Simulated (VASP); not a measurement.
# Al12O in VASP: notebook

Al12O is run at these levels: PBE; tasks: single point.

Program: VASP 6.6.1. These are calculated values, not measurements. Logs are shortened: lines on timing, memory, paths and dates and some standing lists are left out, and cuts for length are marked.

### 1 The cell of the first run

The cell holds a slab with vacuum, 13 atoms: a = 5.714 Å, b = 5.714 Å, c = 19.675 Å, α = 90.00°, β = 90.00°, γ = 90.00°.

### 2 Single point, PBE

The input, INCAR:

```
PREC     = Accurate       # precision mode
ENCUT    = 520            # plane-wave cutoff, eV
EDIFF    = 1E-6           # SCF threshold, eV
ISMEAR   = 0              # smearing method
SIGMA    = 0.1            # smearing width, eV
LREAL    = False          # projectors in reciprocal space
LASPH    = True           # aspherical terms in the spheres
NELM     = 80             # most SCF steps
ALGO     = Normal         # electronic algorithm
ISIF     = 2              # what is computed and relaxed
LWAVE    = False          # write WAVECAR
LCHARG   = False          # write CHGCAR
LDIPOL   = True         
IDIPOL   = 3            
DIPOL    = 0.5 0.5 0.324
GGA      = PE             # functional
NBANDS   = 33             # bands
```

The input, KPOINTS:

```
regular mesh
0
Gamma
  5 5 1
```

The input, POSCAR:

```
Al12O
1.0
    5.7135165838      0.0000000000      0.0000000000
    0.0000000000      5.7135165838      0.0000000000
    0.0000000000      0.0000000000     19.6746954361
Al O
12 1
Direct
    0.2500000000      0.2500000000      0.2033068320
    0.2500000000      0.7500000000      0.2033068320
    0.7500000000      0.2500000000      0.2033068320
    0.7500000000      0.7500000000      0.2033068320
    0.0000000000      0.0000000000      0.3092728611
    0.0000000000      0.5000000000      0.3092728611
    0.5000000000      0.0000000000      0.3092728611
    0.5000000000      0.5000000000      0.3092728611
    0.2500000000      0.2500000000      0.4154928580
    0.2500000000      0.7500000000      0.4154928580
    0.7500000000      0.2500000000      0.4154928580
    0.7500000000      0.7500000000      0.4154928580
    0.2500000000      0.3333333333      0.4963182200
```

Potentials or basis: VASP PAW PBE potentials, release 64 (Al, O).

On the command line:

```sh
$ cat potpaw_PBE.64/Al/POTCAR potpaw_PBE.64/O/POTCAR > POTCAR
$ mpirun -np 1 vasp_std > vasp.out
```

OUTCAR:

```text
PREC = Accurate
   ENCUT = 520
   EDIFF = 1E-6
   ISMEAR = 0
   LREAL = False
   LASPH = True
   NELM = 80
   ISIF = 2
   GGA = PE

 ion  position               nearest neighbor table
   1  0.250  0.250  0.203-   2 2.86   3 2.86   2 2.86   3 2.86   7 2.90   8 2.90   5 2.90   6 2.90

   2  0.250  0.750  0.203-   1 2.86   4 2.86   1 2.86   4 2.86   7 2.90   8 2.90   5 2.90   6 2.90

   3  0.750  0.250  0.203-   1 2.86   4 2.86   4 2.86   1 2.86   7 2.90   8 2.90   5 2.90   6 2.90

   4  0.750  0.750  0.203-   2 2.86   3 2.86   3 2.86   2 2.86   7 2.90   8 2.90   5 2.90   6 2.90

   5  0.000  0.000  0.309-   6 2.86   7 2.86   6 2.86   7 2.86   1 2.90   2 2.90   3 2.90   4 2.90
                            11 2.91  12 2.91   9 2.91  10 2.91
   6  0.000  0.500  0.309-   5 2.86   8 2.86   5 2.86   8 2.86   1 2.90   2 2.90   3 2.90   4 2.90
                            11 2.91  12 2.91   9 2.91  10 2.91
   7  0.500  0.000  0.309-   5 2.86   8 2.86   8 2.86   5 2.86   1 2.90   2 2.90   3 2.90   4 2.90
                            11 2.91  12 2.91   9 2.91  10 2.91
   8  0.500  0.500  0.309-   6 2.86   7 2.86   7 2.86   6 2.86   1 2.90   2 2.90   3 2.90   4 2.90
                            11 2.91  12 2.91   9 2.91  10 2.91
   9  0.250  0.250  0.415-  13 1.66  11 2.86  10 2.86  10 2.86  11 2.86   6 2.91   7 2.91   8 2.91
                             5 2.91
  10  0.250  0.750  0.415-   9 2.86  12 2.86   9 2.86  12 2.86   5 2.91   6 2.91   7 2.91   8 2.91

  11  0.750  0.250  0.415-   9 2.86  12 2.86  12 2.86   9 2.86   5 2.91   6 2.91   7 2.91   8 2.91

  12  0.750  0.750  0.415-  10 2.86  11 2.86  11 2.86  10 2.86   5 2.91   6 2.91   7 2.91   8 2.91

  13  0.250  0.333  0.496-   9 1.66

  LATTYP: Found a simple tetragonal cell.
 ALAT       =     5.7135165838
 C/A-ratio  =     3.4435351937

  Lattice vectors:

 A1 = (   5.7135165838,   0.0000000000,   0.0000000000)
 A2 = (   0.0000000000,   5.7135165838,   0.0000000000)
 A3 = (   0.0000000000,   0.0000000000,  19.6746954361)

Analysis of symmetry for initial positions (statically):
=====================================================================
 Subroutine PRICEL returns:
 Original cell was already a primitive cell.

 Routine SETGRP: Setting up the symmetry group for a
 simple tetragonal supercell.

 Subroutine GETGRP returns: Found  2 space group operations
 (whereof  1 operations were pure point group operations)
 out of a pool of 16 trial point group operations.

The static configuration has the point symmetry C_1 .
 The point group associated with its full space group is C_1h.

Analysis of symmetry for dynamics (positions and initial velocities):
=====================================================================
 Subroutine PRICEL returns:
 Original cell was already a primitive cell.

 Routine SETGRP: Setting up the symmetry group for a
 simple tetragonal supercell.

 Subroutine GETGRP returns: Found  2 space group operations
 (whereof  1 operations were pure point group operations)
 out of a pool of 16 trial point group operations.

The dynamic configuration has the point symmetry C_1 .
 The point group associated with its full space group is C_1h.

 Subroutine INISYM returns: Found  2 space group operations
 (whereof  1 operations are pure point group operations),
 and found     1 'primitive' translations

----------------------------------------------------------------------------------------

                                     Primitive cell

  volume of cell :     642.2661

  direct lattice vectors                    reciprocal lattice vectors
     5.713516584  0.000000000  0.000000000     0.175023558  0.000000000  0.000000000
     0.000000000  5.713516584  0.000000000     0.000000000  0.175023558  0.000000000
     0.000000000  0.000000000 19.674695436     0.000000000  0.000000000  0.050826708

  length of vectors
     5.713516584  5.713516584 19.674695436     0.175023558  0.175023558  0.050826708

  position of ions in fractional coordinates (direct lattice)
     0.250000000  0.250000000  0.203306832
     0.250000000  0.750000000  0.203306832
     0.750000000  0.250000000  0.203306832
     0.750000000  0.750000000  0.203306832
     0.000000000  0.000000000  0.309272861
     0.000000000  0.500000000  0.309272861
     0.500000000  0.000000000  0.309272861
     0.500000000  0.500000000  0.309272861
     0.250000000  0.250000000  0.415492858
     0.250000000  0.750000000  0.415492858
     0.750000000  0.250000000  0.415492858
     0.750000000  0.750000000  0.415492858
     0.250000000  0.333333333  0.496318220

  ion indices of the primitive-cell ions
   primitive index   ion index
                 1           1
                 2           2
                 3           3
                 4           4
                 5           5
                 6           6
                 7           7
                 8           8
                 9           9
                10          10
                11          11
                12          12
                13          13

----------------------------------------------------------------------------------------

 KPOINTS: regular mesh

Automatic generation of k-mesh.
 Grid dimensions read from file:
 generate k-points for:    5    5    1

 Generating k-lattice:

  Cartesian coordinates                     Fractional coordinates (reciprocal lattice)
     0.035004712  0.000000000  0.000000000     0.200000000  0.000000000  0.000000000
     0.000000000  0.035004712  0.000000000     0.000000000  0.200000000  0.000000000
     0.000000000  0.000000000  0.050826708     0.000000000  0.000000000  1.000000000

  Length of vectors
     0.035004712  0.035004712  0.050826708

  Shift w.r.t. Gamma in fractional coordinates (k-lattice)
     0.000000000  0.000000000  0.000000000

 Subroutine IBZKPT returns following result:
 ===========================================

 Found      9 irreducible k-points:

 Following reciprocal coordinates:
            Coordinates               Weight
  0.000000  0.000000  0.000000      1.000000
  0.200000  0.000000  0.000000      2.000000
  0.000000  0.200000  0.000000      2.000000
  0.400000  0.000000  0.000000      2.000000
  0.000000  0.400000  0.000000      2.000000
  0.200000  0.200000  0.000000      4.000000
  0.400000  0.200000  0.000000      4.000000
 -0.200000  0.400000  0.000000      4.000000
  0.400000  0.400000  0.000000      4.000000
   k-points           NKPTS =      9   k-points in BZ     NKDIM =      9   number of bands    NBANDS=     33
   number of dos      NEDOS =    301   number of ions     NIONS =     13
   total plane-waves  NPLWV = 264600
   dimension x,y,z NGX =    42 NGY =   42 NGZ =  150
   dimension x,y,z NGXF=    84 NGYF=   84 NGZF=  300
   ions per type =              12   1
   NGX,Y,Z   is equivalent  to a cutoff of  12.22, 12.22, 12.67 a.u.
   NGXF,Y,Z  is equivalent  to a cutoff of  24.44, 24.44, 25.35 a.u.
 SYSTEM =  unknown system
   PREC   = accura    normal or accurate (medium, high low for compatibility)
   ISTART =      0    job   : 0-new  1-cont  2-samecut
   ICHARG =      2    charge: 1-file 2-atom 10-const
   ISPIN  =      1    spin polarized calculation?
   LNONCOLLINEAR =      F non collinear calculations
   LSORBIT =      F    spin-orbit coupling
   LASPH  =      T    aspherical Exc in radial PAW
   ENCUT  =  520.0 eV  38.22 Ry    6.18 a.u.  10.62 10.62 36.58*2*pi/ulx,y,z
   NELM   =     80;   NELMIN=  2; NELMDL= -5     # of ELM steps
   EDIFF  = 0.1E-05   stopping-criterion for ELM
   LREAL  =      F    real-space projection
   EDIFFG = 0.1E-04   stopping-criterion for IOM
   NSW    =      0    number of steps for IOM
   IBRION =     -1    ionic relax: 0-MD 1-quasi-New 2-CG
   NFREE  =      0    steps in history (QN), initial steepest desc. (CG)
   ISIF   =      2    stress and relaxation
   ISYM   =      2    0-nonsym 1-usesym 2-fastsym
   POTIM  = 0.5000    time-step for ionic-motion
   TEBEG  =    0.0;   TEEND  =   0.0 temperature during run
   PSTRESS=    0.0 pullay stress
   NELECT =      42.0000    total number of electrons
   NUPDOWN=      -1.0000    fix difference up-down
   EMIN   =  10.00;   EMAX   =-10.00  energy-range for DOS
   EFERMI =   0.00;   METHOD = LEGACY
   ISMEAR =     0;   SIGMA  =   0.10  broadening in eV -4-tet -1-fermi 0-gaus
   EFERMI_NEDOS =   21; number of points for ismear=-14 and -15
   IALGO  =     38    algorithm
   IMIX   =      4    mixing-type and parameters
     AMIX     =   0.40;   BMIX     =  1.00
     AMIX_MAG =   1.60;   BMIX_MAG =  1.00
  volume/ion in A,a.u.               =      49.41       333.40
  Fermi-wavevector in a.u.,A,eV,Ry     =   0.659558  1.246384  5.918760  0.435017
  Thomas-Fermi vector in A             =   1.731731
   LORBIT       =      0    0 simple, 1 ext, 2 COOP (PROOUT), +10 PAW based schemes
   GGA     = PE    functional components
   LHFCALC =     F    Hartree Fock is set to
   AEXX    =    0.0000 exact exchange contribution
   IVDW    =     0    specifies the selected vdW correction
   LEPSILON=     F    determine dielectric tensor
   LRPA    =     F    only Hartree local field effects (RPA)
 non-spin polarized calculation
 Gauss-broadening in eV      SIGMA  =   0.10
  energy-cutoff  :      520.00
  volume of cell :      642.27
 maximum number of plane-waves:     17320
   NGX = 21   NGY = 21   NGZ = 73

 dipolmoment           0.000000      0.000000     -0.057373 electrons x Angstroem

 number of electron      41.9999996 magnetization

 dipolmoment           0.000000      0.000000      0.333986 electrons x Angstroem

 Free energy of the ion-electron system (eV)
  ---------------------------------------------------
  ext. energy  EPLUGINS =         0.00000000
  ---------------------------------------------------
  free energy    TOTEN  =       -47.78019644 eV

  energy without entropy =      -47.72473772  energy(sigma->0) =      -47.75246708

 E-fermi :  -1.0506     XC(G=0):  -4.2848

 val. band max:       -1.1447775365   @ k =  -0.2000   0.4000   0.0000
 cond. band min:      -1.0480337572   @ k =   0.2000   0.0000   0.0000
 fundamental gap:      0.0967437794
 Fermi energy:        -1.0506091157

 k-point     1 :       0.0000    0.0000    0.0000
  band No.  band energies     occupation
      1     -17.6879      2.00000
      2     -11.1070      2.00000
      3      -8.9302      2.00000
      4      -6.7522      2.00000
      5      -6.7162      2.00000
      6      -6.6376      2.00000
[... 25 lines left out ...]
     32       2.0289      0.00000
     33       2.0516      0.00000

 k-point     2 :       0.2000    0.0000    0.0000
  band No.  band energies     occupation
      1     -17.6873      2.00000
      2     -10.9279      2.00000
      3      -8.7589      2.00000
      4      -8.2591      2.00000
      5      -6.5651      2.00000
      6      -6.4609      2.00000
[... 244 lines left out ...]
 k-point     9 :       0.4000    0.4000    0.0000
  band No.  band energies     occupation
      1     -17.6844      2.00000
      2      -9.6795      2.00000
      3      -8.8123      2.00000
      4      -8.7727      2.00000
      5      -7.9136      2.00000
      6      -7.5474      2.00000
[... 25 lines left out ...]
     32       2.0863      0.00000
     33       2.1345      0.00000

------------------------ aborting loop because EDIFF is reached ----------------------------------------

 vacuum level on the upper side and lower side of the slab       (xc-potential included)         0.884        -0.919

  FORCE on cell =-STRESS in cart. coord.  units (eV):
  Direction    XX          YY          ZZ          XY          YZ          ZX
  --------------------------------------------------------------------------------------
  -------------------------------------------------------------------------------------
  Total       -6.3872615     -7.3305183     -1.3078752      0.0000000      1.0256505      0.0000000
  in kB      -15.9334666    -18.2864862     -3.2625852      0.0000000      2.5585563      0.0000000
  external PRESSURE =     -12.4941794 kB  Pullay stress =       0.0000000 kB

 VOLUME and BASIS-vectors are now :
 -----------------------------------------------------------------------------
  energy-cutoff  :      520.00
  volume of cell :      642.27
      direct lattice vectors                 reciprocal lattice vectors
     5.713516584  0.000000000  0.000000000     0.175023558  0.000000000  0.000000000
     0.000000000  5.713516584  0.000000000     0.000000000  0.175023558  0.000000000
     0.000000000  0.000000000 19.674695436     0.000000000  0.000000000  0.050826708

 POSITION                                       TOTAL-FORCE (eV/Angst)
 -----------------------------------------------------------------------------------
      1.42838      1.42838      4.00000         0.000000      0.033769      0.119119
      1.42838      4.28514      4.00000         0.000000     -0.005850      0.096104
      4.28514      1.42838      4.00000         0.000000      0.016368      0.105230
      4.28514      4.28514      4.00000         0.000000     -0.026078      0.000390
      0.00000      0.00000      6.08485        -0.019815      0.063447      0.001666
      0.00000      2.85676      6.08485         0.073807     -0.013042      0.020302
      2.85676      0.00000      6.08485         0.019815      0.063447      0.001666
      2.85676      2.85676      6.08485        -0.073807     -0.013042      0.020302
      1.42838      1.42838      8.17470         0.000000     -0.518216     -0.937244
      1.42838      4.28514      8.17470         0.000000     -0.523503      0.379905
      4.28514      1.42838      8.17470         0.000000      0.019172      0.082872
      4.28514      4.28514      8.17470         0.000000      0.078279      0.021099
      1.42838      1.90451      9.76491         0.000000      0.825249      0.088587
 -----------------------------------------------------------------------------------
    total drift:                                0.000000     -0.000007      0.000185

  FREE ENERGIE OF THE ION-ELECTRON SYSTEM (eV)
  ---------------------------------------------------
  free  energy   TOTEN  =       -47.7801964389 eV

  energy  without entropy=      -47.7247377177  energy(sigma->0) =      -47.75246708

 vacuum level on the upper side and lower side of the slab         5.182         3.327
```

Wall time 3.5 min (1 thread of Intel Xeon 6975P-C (Granite Rapids), shared host); peak memory 0.61 GiB.

Results:

- Free energy: -47.7802 eV
- Largest force: 1.071 eV/Å
- Band gap on the k mesh: zero (band 21 reaches -0.37 eV, above the bottom of band 22 at -1.15 eV)

Forces on the atoms (eV/Å):
```
Al   0.000  0.034  0.119
Al   0.000 -0.006  0.096
Al   0.000  0.016  0.105
Al   0.000 -0.026  0.000
Al  -0.020  0.063  0.002
Al   0.074 -0.013  0.020
Al   0.020  0.063  0.002
Al  -0.074 -0.013  0.020
Al   0.000 -0.518 -0.937
Al   0.000 -0.524  0.380
Al   0.000  0.019  0.083
Al   0.000  0.078  0.021
O    0.000  0.825  0.089
```

(Part 1 of 2 ends here.)
